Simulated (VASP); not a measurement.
Runs of VASP 6.6.1 on SrTiO3. The structure is that of space group Pm-3m (No. 221), or close to it. The cells are those of the table. 

| task | cell | gap on the mesh (eV) | pressure (GPa) |
| --- | --- | --- | --- |
| single point | a = 3.905 Å, angles 89.4°, 5 atoms | 1.84 | (b) |
| electric field gradients | a = 3.905 Å, angles 91.1°, 5 atoms | 1.77 | -1.2 |
| single point | a = 3.944, b = 3.944, c = 3.905 Å, 5 atoms | 1.82 | -4.7 |
| single point | a = 3.983, b = 3.983, c = 3.905 Å, 5 atoms | 1.77 | -7.6 |
| single point | a = 3.905 Å, angles 88.8°, 5 atoms | (a) | -1.2 |

Alike in all rows: level PBEsol; potentials or basis VASP PAW PBE potentials, release 64 (Sr_sv, Ti_sv, O); no spin polarisation; k mesh 7 × 7 × 7; cutoff (eV) 520; smearing fermi-dirac 0.05 eV.

Problem. Estimate the missing entries.

Solution. (a) 1.81; (b) -1.3.

Caveats: the PAW data sets were made with another functional, which shifts forces and pressure a little; the cell stands under tension (at least some runs).

A k mesh can miss the band edges, and the runs leave out spin-orbit coupling on Sr.
